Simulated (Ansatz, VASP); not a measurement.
**Two plane-wave programs on NaF**

```
Na F
1.0
     0.00000    2.32330    2.32330
     2.32330    0.00000    2.32330
     2.32330    2.32330    0.00000
Na F
1 1
Cartesian
  0.0000 0.0000 0.0000
  2.3233 2.3233 2.3233
```

Alike in both runs: task relaxation of cell and atoms; functional PBE; k mesh 8 × 8 × 8; occupations gaussian, width 0.02 eV; no spin polarisation.

|  | VASP | Ansatz |
| --- | --- | --- |
| version | VASP 6.6.1 | Ansatz 0.2.0 |
| potentials or method | VASP PAW PBE potentials, release 64 (Na_pv, F), cutoff 600 eV | scalar-relativistic, plane waves, PAW |
| valence electrons in the cell | 14 | 16 |

|  | VASP | Ansatz | Ansatz less VASP |
| --- | --- | --- | --- |
| gap on the k mesh at the Fermi level, each at its own relaxed structure (eV) | 6.10 | 6.09 | -0.005 |
| relaxed volume (Å³/atom) | 12.93 | 12.98 | +0.045 |
| relaxed cell length with the largest relative difference (Å) | 3.319 | 3.323 | +0.0038 |

VASP's potentials hold 14 valence electrons a cell and Ansatz's 16, so a difference there can come from the potentials and not from the codes.
